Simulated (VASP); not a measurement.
Crystal: MgS.

```xyz
2
Lattice="0.0000 2.8875 2.8875 2.8875 0.0000 2.8875 2.8875 2.8875 0.0000" Properties=species:S:1:pos:R:3 pbc="T T T"
Mg    0.0000    0.0000    0.0000
S     1.4437    1.4437    1.4437
```

This cell differs from its parent crystal: strain +2.0%.

Base run:

| Item | Value |
| --- | --- |
| Program | VASP 6.6.1 |
| Functional | r2SCAN |
| Potentials or basis | VASP PAW PBE potentials, release 64 (Mg, S) |
| Cutoff | 520 eV |
| k mesh | 8 × 8 × 8 |
| Occupations | gaussian, width 0.01 eV |
| Spin | no spin polarisation |

Its results: band gap on the k mesh 3.82 eV, direct; pressure -3.4 GPa.

Task: The run is repeated on the same cell with these changes: functional from r2SCAN to PBE; occupations from gaussian, width 0.01 eV to fermi-dirac, width 0.02 eV. What comes out?

Result: Band gap on the k mesh 3.17 eV, direct; pressure -2.2 GPa.

Caveats: the PAW data sets were made with another functional, which shifts forces and pressure a little (some runs).

